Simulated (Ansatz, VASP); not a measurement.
# Two plane-wave programs on In2O3

INCAR

```
  ALGO = Normal
  EDIFF = 1E-6
  ENCUT = 520
  GGA = PE
  ISIF = 2
  ISMEAR = -1
  LASPH = T
  LCHARG = T
  LELF = T
  LREAL = F
  LVHAR = T
  LWAVE = F
  NBANDS = 55
  NELM = 60
  PREC = Accurate
  SIGMA = 0.05
```

Contents of KPOINTS:

```
k-points
0
Gamma
  3 3 3
```

POSCAR

```
In2O3
1.0
    2.7435000000      1.5839604635      4.8366666667
   -2.7435000000      1.5839604635      4.8366666667
    0.0000000000     -3.1679209270      4.8366666667
In O
4 6
Direct
    0.8573100000      0.8573100000      0.8573100000
    0.6426900000      0.6426900000      0.6426900000
    0.1426900000      0.1426900000      0.1426900000
    0.3573100000      0.3573100000      0.3573100000
    0.0480000000      0.7500000000      0.4520000000
    0.7500000000      0.4520000000      0.0480000000
    0.4520000000      0.0480000000      0.7500000000
    0.9520000000      0.2500000000      0.5480000000
    0.2500000000      0.5480000000      0.9520000000
    0.5480000000      0.9520000000      0.2500000000
```

File input.yaml:

```yaml
crystal:
  lattice:
    - [2.7435, 1.5839604635, 4.8366666667]
    - [-2.7435, 1.5839604635, 4.8366666667]
    - [0.0, -3.167920927, 4.8366666667]
  atoms:
    - { symbol: In, position: [0.85731, 0.85731, 0.85731] }
    - { symbol: In, position: [0.64269, 0.64269, 0.64269] }
    - { symbol: In, position: [0.14269, 0.14269, 0.14269] }
    - { symbol: In, position: [0.35731, 0.35731, 0.35731] }
    - { symbol: O, position: [0.048, 0.75, 0.452] }
    - { symbol: O, position: [0.75, 0.452, 0.048] }
    - { symbol: O, position: [0.452, 0.048, 0.75] }
    - { symbol: O, position: [0.952, 0.25, 0.548] }
    - { symbol: O, position: [0.25, 0.548, 0.952] }
    - { symbol: O, position: [0.548, 0.952, 0.25] }
hamiltonian:
  xc: pbe
  pseudopotentials: { kind: paw }
kpoints:
  mp_grid: { grid: [3, 3, 3] }
scf:
  occupations: { method: fermi_dirac, width: 0.05 }
output:
  forces: true
  stress: true
  eigenvalues: true
  write_density: true
  write_potential: true
  elf: true
  volumetric_format: npy
```

Alike in both runs: task single point; functional PBE; k mesh 3 × 3 × 3; occupations fermi-dirac, width 0.05 eV; no spin polarisation.

```csv
,VASP,Ansatz
version,VASP 6.6.1,Ansatz 0.2.0
potentials or method,"VASP PAW PBE potentials, release 64 (In_d, O)",Ansatz PAW
plane-wave cutoff (eV),520,420
valence electrons in the cell,88,88
```

VASP gave:

```
gap on the k mesh at the Fermi level (eV)                     : 1.29
least direct gap on the mesh (eV)                             : 1.33
pressure (GPa)                                                : 8.9
traceless stress, the component that is largest in VASP (GPa) : -1.07
rms of the force components (eV/Å)                            : 0.062
```

**Question.** Estimate Ansatz's values.

**Answer.** gap on the k mesh at the Fermi level (eV): 1.30; least direct gap on the mesh (eV): 1.34; pressure (GPa): 8.4; traceless stress, the component that is largest in VASP (GPa): -0.94; rms of the force components (eV/Å): 0.056.

Atom by atom the forces differ by 0.008 eV/Å (rms over components).

The k mesh is coarse, so the values compare programs but aren't converged. Noted on Ansatz's run: odd divisions of the mesh miss points on the zone boundary, where band edges often lie, so the gap on the mesh can be too wide.
